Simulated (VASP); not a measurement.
# Mo (Im-3m) in VASP: further runs

The runs below take Mo through single point, relaxation of cell and atoms, with PBEsol+D4.

All numbers are computed with VASP 6.6.1; they aren't measurements. Logs are shortened: lines on timing, memory, paths and dates and some standing lists are left out, and cuts for length are marked.

### 1 The cell of the first run

It takes space group Im-3m (No. 229, cubic). Conventional cell: a = 3.117 Å, b = 3.117 Å, c = 3.117 Å, α = 90.00°, β = 90.00°, γ = 90.00°. Within 3.6 Å of Mo (site symmetry m-3m) lie 14 Mo at 2.70 to 3.12 Å.

### 2 Single point, PBEsol+D4

INCAR reads:

```
SYSTEM = Mo
  PREC = Accurate
  ENCUT = 500
  EDIFF = 1E-6
  ISMEAR = 0
  SIGMA = 0.1
  LREAL = .False.
  LASPH = .True.
  NELM = 120
  ALGO = Normal
  ISIF = 2
  LWAVE = .False.
  LCHARG = .False.
  GGA = PS
  IVDW = 13
  NBANDS = 13
  GGA_COMPAT = .False.
```

KPOINTS reads:

```
Automatic mesh
0
Gamma
  18 18 18
  0 0 0
```

POSCAR reads:

```
Mo
1.0
   -1.5583631749      1.5583631749      1.5583631749
    1.5583631749     -1.5583631749      1.5583631749
    1.5583631749      1.5583631749     -1.5583631749
Mo
1
Direct
    0.0000000000      0.0000000000      0.0000000000
```

Potentials or basis: VASP PAW PBE potentials, release 64 (Mo_sv).

Launch:

```bash
$ cat potpaw_PBE.64/Mo_sv/POTCAR > POTCAR
$ mpirun -np 1 vasp_std > vasp.out
```

OUTCAR:

```text
SYSTEM = Mo
   PREC = Accurate
   ENCUT = 500
   EDIFF = 1E-6
   ISMEAR = 0
   LREAL = .False.
   LASPH = .True.
   NELM = 120
   ISIF = 2
   GGA = PS
   IVDW = 13

 ion  position               nearest neighbor table
   1  0.000  0.000  0.000-

  LATTYP: Found a body centered cubic cell.
 ALAT       =     3.1167263498

  Lattice vectors:

 A1 = (  -1.5583631749,   1.5583631749,   1.5583631749)
 A2 = (   1.5583631749,  -1.5583631749,   1.5583631749)
 A3 = (   1.5583631749,   1.5583631749,  -1.5583631749)

Analysis of symmetry for initial positions (statically):
=====================================================================
 Subroutine PRICEL returns:
 Original cell was already a primitive cell.

 Routine SETGRP: Setting up the symmetry group for a
 body centered cubic supercell.

 Subroutine GETGRP returns: Found 48 space group operations
 (whereof 48 operations were pure point group operations)
 out of a pool of 48 trial point group operations.

The static configuration has the point symmetry O_h .

Analysis of symmetry for dynamics (positions and initial velocities):
=====================================================================
 Subroutine PRICEL returns:
 Original cell was already a primitive cell.

 Routine SETGRP: Setting up the symmetry group for a
 body centered cubic supercell.

 Subroutine GETGRP returns: Found 48 space group operations
 (whereof 48 operations were pure point group operations)
 out of a pool of 48 trial point group operations.

The dynamic configuration has the point symmetry O_h .

 Subroutine INISYM returns: Found 48 space group operations
 (whereof 48 operations are pure point group operations),
 and found     1 'primitive' translations

----------------------------------------------------------------------------------------

                                     Primitive cell

  volume of cell :      15.1379

  direct lattice vectors                    reciprocal lattice vectors
    -1.558363175  1.558363175  1.558363175     0.000000000  0.320849471  0.320849471
     1.558363175 -1.558363175  1.558363175     0.320849471  0.000000000  0.320849471
     1.558363175  1.558363175 -1.558363175     0.320849471  0.320849471  0.000000000

  length of vectors
     2.699164196  2.699164196  2.699164196     0.453749673  0.453749673  0.453749673

  position of ions in fractional coordinates (direct lattice)
     0.000000000  0.000000000  0.000000000

  ion indices of the primitive-cell ions
   primitive index   ion index
                 1           1

----------------------------------------------------------------------------------------

 KPOINTS: Automatic mesh

Automatic generation of k-mesh.
 Grid dimensions read from file:
 generate k-points for:   18   18   18

 Generating k-lattice:

  Cartesian coordinates                     Fractional coordinates (reciprocal lattice)
     0.000000000  0.017824971  0.017824971     0.055555556  0.000000000  0.000000000
     0.017824971  0.000000000  0.017824971     0.000000000  0.055555556  0.000000000
     0.017824971  0.017824971  0.000000000     0.000000000  0.000000000  0.055555556

  Length of vectors
     0.025208315  0.025208315  0.025208315

  Shift w.r.t. Gamma in fractional coordinates (k-lattice)
     0.000000000  0.000000000  0.000000000

 Subroutine IBZKPT returns following result:
 ===========================================

 Found    195 irreducible k-points:

 Following reciprocal coordinates:
            Coordinates               Weight
  0.000000  0.000000  0.000000      1.000000
  0.055556  0.000000  0.000000     12.000000
  0.111111  0.000000  0.000000     12.000000
  0.166667  0.000000  0.000000     12.000000
  0.222222  0.000000  0.000000     12.000000
  0.277778  0.000000  0.000000     12.000000
[... 16 lines left out ...]
  0.333333  0.111111  0.000000     48.000000
  0.388889  0.111111 -0.000000     48.000000
 [... further k-points ...]
   k-points           NKPTS =    195   k-points in BZ     NKDIM =    195   number of bands    NBANDS=     13
   number of dos      NEDOS =    301   number of ions     NIONS =      1
   total plane-waves  NPLWV =   8000
   dimension x,y,z NGX =    20 NGY =   20 NGZ =   20
   dimension x,y,z NGXF=    40 NGYF=   40 NGZF=   40
   ions per type =               1
   NGX,Y,Z   is equivalent  to a cutoff of  12.32, 12.32, 12.32 a.u.
   NGXF,Y,Z  is equivalent  to a cutoff of  24.64, 24.64, 24.64 a.u.
 SYSTEM =  Mo
   PREC   = accura    normal or accurate (medium, high low for compatibility)
   ISTART =      0    job   : 0-new  1-cont  2-samecut
   ICHARG =      2    charge: 1-file 2-atom 10-const
   ISPIN  =      1    spin polarized calculation?
   LNONCOLLINEAR =      F non collinear calculations
   LSORBIT =      F    spin-orbit coupling
   LASPH  =      T    aspherical Exc in radial PAW
   ENCUT  =  500.0 eV  36.75 Ry    6.06 a.u.   4.92  4.92  4.92*2*pi/ulx,y,z
   NELM   =    120;   NELMIN=  2; NELMDL= -5     # of ELM steps
   EDIFF  = 0.1E-05   stopping-criterion for ELM
   LREAL  =      F    real-space projection
   EDIFFG = 0.1E-04   stopping-criterion for IOM
   NSW    =      0    number of steps for IOM
   IBRION =     -1    ionic relax: 0-MD 1-quasi-New 2-CG
   NFREE  =      0    steps in history (QN), initial steepest desc. (CG)
   ISIF   =      2    stress and relaxation
   ISYM   =      2    0-nonsym 1-usesym 2-fastsym
   POTIM  = 0.5000    time-step for ionic-motion
   TEBEG  =    0.0;   TEEND  =   0.0 temperature during run
   PSTRESS=    0.0 pullay stress
   NELECT =      14.0000    total number of electrons
   NUPDOWN=      -1.0000    fix difference up-down
   EMIN   =  10.00;   EMAX   =-10.00  energy-range for DOS
   EFERMI =   0.00;   METHOD = LEGACY
   ISMEAR =     0;   SIGMA  =   0.10  broadening in eV -4-tet -1-fermi 0-gaus
   EFERMI_NEDOS =   21; number of points for ismear=-14 and -15
   IALGO  =     38    algorithm
   IMIX   =      4    mixing-type and parameters
     AMIX     =   0.40;   BMIX     =  1.00
     AMIX_MAG =   1.60;   BMIX_MAG =  1.00
  volume/ion in A,a.u.               =      15.14       102.16
  Fermi-wavevector in a.u.,A,eV,Ry     =   1.595005  3.014123 34.613798  2.544042
  Thomas-Fermi vector in A             =   2.692991
   LORBIT       =      0    0 simple, 1 ext, 2 COOP (PROOUT), +10 PAW based schemes
   GGA     = PS    functional components
   LHFCALC =     F    Hartree Fock is set to
   AEXX    =    0.0000 exact exchange contribution
   IVDW    =    13    specifies the selected vdW correction
   LEPSILON=     F    determine dielectric tensor
   LRPA    =     F    only Hartree local field effects (RPA)
 non-spin polarized calculation
 Gauss-broadening in eV      SIGMA  =   0.10
  energy-cutoff  :      500.00
  volume of cell :       15.14
 maximum number of plane-waves:       395
   NGX =  9   NGY =  9   NGZ =  9

 number of electron      13.9999997 magnetization

 Free energy of the ion-electron system (eV)
  ---------------------------------------------------
  ext. energy  EPLUGINS =         0.00000000
  ---------------------------------------------------
  free energy    TOTEN  =       -11.77523965 eV

  energy without entropy =      -11.77303903  energy(sigma->0) =      -11.77413934

 E-fermi :  13.0107     XC(G=0): -13.7109

 val. band max:       13.0048095153   @ k =  -0.3889   0.4444   0.2778
 cond. band min:      13.0310023752   @ k =   0.3889   0.1111  -0.0000
 fundamental gap:      0.0261928600
 Fermi energy:        13.0107140441

 k-point     1 :       0.0000    0.0000    0.0000
  band No.  band energies     occupation
      1     -48.2121      2.00000
      2     -21.4208      2.00000
      3     -21.4208      2.00000
      4     -21.4208      2.00000
      5       5.5991      2.00000
      6      11.5576      2.00000
      7      11.5576      2.00000
      8      11.5576      2.00000
      9      14.6937      0.00000
     10      14.6937      0.00000
     11      27.8416      0.00000
     12      27.8416      0.00000
     13      27.8416      0.00000

 k-point     2 :       0.0556    0.0000    0.0000
  band No.  band energies     occupation
      1     -48.2032      2.00000
      2     -21.4715      2.00000
      3     -21.4363      2.00000
      4     -21.4212      2.00000
      5       5.7419      2.00000
      6      11.4754      2.00000
      7      11.5443      2.00000
      8      11.6921      2.00000
      9      14.5693      0.00000
     10      14.6953      0.00000
     11      27.9528      0.00000
     12      28.0826      0.00000
     13      28.1400      0.00000

 k-point     3 :       0.1111    0.0000    0.0000
  band No.  band energies     occupation
      1     -48.1774      2.00000
      2     -21.6160      2.00000
      3     -21.4807      2.00000
      4     -21.4224      2.00000
      5       6.1482      2.00000
      6      11.2477      2.00000
      7      11.4858      2.00000
      8      12.0901      2.00000
      9      14.2976      0.00000
     10      14.7059      0.00000
     11      28.2228      0.00000
     12      28.7847      0.00000
     13      28.8891      0.00000
[... 305 lines left out ...]
 k-point    23 :       0.3333    0.1111    0.0000
  band No.  band energies     occupation
      1     -47.9339      2.00000
      2     -22.7764      2.00000
      3     -21.9082      2.00000
      4     -21.5006      2.00000
      5       8.0254      2.00000
      6       9.7203      2.00000
      7      12.3786      2.00000
      8      14.4867      0.00000
      9      15.5445      0.00000
     10      17.7308      0.00000
     11      25.9410      0.00000
     12      26.7318      0.00000
     13      31.3317      0.00000

 k-point    24 :       0.3889    0.1111   -0.0000
  band No.  band energies     occupation
      1     -47.9085      2.00000
      2     -22.8844      2.00000
      3     -21.9596      2.00000
      4     -21.5030      2.00000
      5       7.8735      2.00000
      6       9.5883      2.00000
      7      13.0310      0.77417
      8      14.6137      0.00000
      9      15.8168      0.00000
     10      18.6479      0.00000
     11      25.1139      0.00000
     12      25.9193      0.00000
     13      30.3789      0.00000

 [... further k-points ...]

------------------------ aborting loop because EDIFF is reached ----------------------------------------

  DFT-D4 for vdW energy calculation

  Edisp (eV):   -0.36647

  FORCE on cell =-STRESS in cart. coord.  units (eV):
  Direction    XX          YY          ZZ          XY          YZ          ZX
  --------------------------------------------------------------------------------------
  -------------------------------------------------------------------------------------
  Total       0.05431     0.05431     0.05431     0.00000     0.00000     0.00000
  in kB       5.74852     5.74852     5.74852     0.00000     0.00000     0.00000
  external pressure =        5.75 kB  Pullay stress =        0.00 kB

 VOLUME and BASIS-vectors are now :
 -----------------------------------------------------------------------------
  energy-cutoff  :      500.00
  volume of cell :       15.14
      direct lattice vectors                 reciprocal lattice vectors
    -1.558363175  1.558363175  1.558363175     0.000000000  0.320849471  0.320849471
     1.558363175 -1.558363175  1.558363175     0.320849471  0.000000000  0.320849471
     1.558363175  1.558363175 -1.558363175     0.320849471  0.320849471  0.000000000

 POSITION                                       TOTAL-FORCE (eV/Angst)
 -----------------------------------------------------------------------------------
      0.00000      0.00000      0.00000         0.000000      0.000000     -0.000000
 -----------------------------------------------------------------------------------
    total drift:                                0.000000     -0.000000      0.000000

  FREE ENERGIE OF THE ION-ELECTRON SYSTEM (eV)
  ---------------------------------------------------
  free  energy   TOTEN  =       -12.1417118894 eV

  energy  without entropy=      -12.1395112726  energy(sigma->0) =      -12.14061158
```

Wall time 18 s (1 thread of Intel Xeon Platinum 8375C at 2.90GHz (Ice Lake), shared host); peak memory 0.15 GiB.

What came out:

| Item | Value |
| --- | --- |
| Free energy | -12.1417 eV |
| Pressure | 0.6 GPa |
| Band gap on the k mesh | zero (bands 7 and 8 overlap by 5.63 eV) |
| Dispersion energy per atom | -0.366 eV |

Caveat: the PAW data sets were made with another functional, which shifts forces and pressure a little.

(Continued in part 2 of 2.)

The gap in the log of VASP goes by the Fermi energy; the results here count the filled bands.